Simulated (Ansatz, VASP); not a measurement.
## MnO in VASP and in Ansatz

INCAR

```
  PREC = Accurate
  ENCUT = 520
  EDIFF = 1E-7
  ISMEAR = 0
  SIGMA = 0.012
  LREAL = False
  LASPH = True
  NELM = 150
  ALGO = Normal
  ISIF = 2
  LWAVE = False
  LCHARG = False
  ISPIN = 2
  MAGMOM = 4 0
  LORBIT = 11
  LMAXMIX = 4
  GGA = PE
  NBANDS = 20
```

The input KPOINTS:

```
regular mesh
0
Gamma
  10 10 10
```

File POSCAR:

```
MnO
1.0
    0.0000000000      2.2239077028      2.2239077028
    2.2239077028      0.0000000000      2.2239077028
    2.2239077028      2.2239077028      0.0000000000
Mn O
1 1
Direct
    0.0000000000      0.0000000000      0.0000000000
    0.5000000000      0.5000000000      0.5000000000
```

Contents of input.yaml:

```yaml
crystal:
  lattice:
    - [0.0, 2.2239077028, 2.2239077028]
    - [2.2239077028, 0.0, 2.2239077028]
    - [2.2239077028, 2.2239077028, 0.0]
  atoms:
    - { symbol: Mn, position: [0.0, 0.0, 0.0], spin: 4.0 }
    - { symbol: O, position: [0.5, 0.5, 0.5] }
kpoints:
  mp_grid: { grid: [10, 10, 10] }
scf:
  occupations: { method: gaussian, width: 0.012 }
hamiltonian:
  xc: pbe
  pseudopotentials: { kind: all_electron, lapw: { basis_error: 0.001 } }
magnetization:
  spin_polarized: true
output:
  forces: true
  stress: true
  eigenvalues: true
```

Alike in both runs: task single point; functional PBE; k mesh 10 × 10 × 10; occupations gaussian, width 0.012 eV; collinear spin.

```csv
,VASP,Ansatz
version,VASP 6.6.1,Ansatz 0.2.0
potentials or method,"VASP PAW PBE potentials, release 64 (Mn_pv, O), cutoff 520 eV","all-electron LAPW, scalar-relativistic"
```

Ansatz gave:

- gap on the k mesh at the Fermi level (eV): none
- pressure (GPa): 0.2
- net moment per atom (μB): 2.40
- size of the moment on the site where the two differ most (μB): 0.24

Q: Which values does VASP return?

A: gap on the k mesh at the Fermi level (eV): none; pressure (GPa): 0.4; net moment per atom (μB): 2.40; size of the moment on the site where the two differ most (μB): 0.21.

Site moments also hang on the region over which each program counts them. A gap of «none» marks a metal or a gap that the smearing closes. Ansatz ran all-electron here, and VASP with PAW potentials.
